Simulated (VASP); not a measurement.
Li2ClF:

```
F Cl Li
1.0
     1.64380    0.94905    5.26376
    -1.64380    0.94905    5.26376
     0.00000   -1.89810    5.26376
F Cl Li
1 1 2
Direct
  0.00000 0.00000 0.00000
  0.50000 0.50000 0.50000
  0.26336 0.26336 0.26336
  0.73664 0.73664 0.73664
```

Program: VASP 6.6.1. Alike in all runs: task single point; no spin polarisation; cell as given; k mesh 4 × 4 × 4; smearing gaussian 0.01 eV.

Q: Order these runs on this cell by their band gap on the k mesh, lowest first.
A. level LDA; potentials or basis VASP PAW LDA potentials, release 64 (F, Cl, Li_sv); cutoff (eV) 750
B. level PBE; potentials or basis VASP PAW PBE potentials, release 64 (F, Cl, Li_sv); cutoff (eV) 750
C. level r2SCAN; potentials or basis VASP PAW PBE potentials, release 64 (F, Cl, Li_sv); cutoff (eV) 520

A: A (4.49 eV), B (4.87 eV), C (5.64 eV).

Caveats: all runs use coarse meshes.
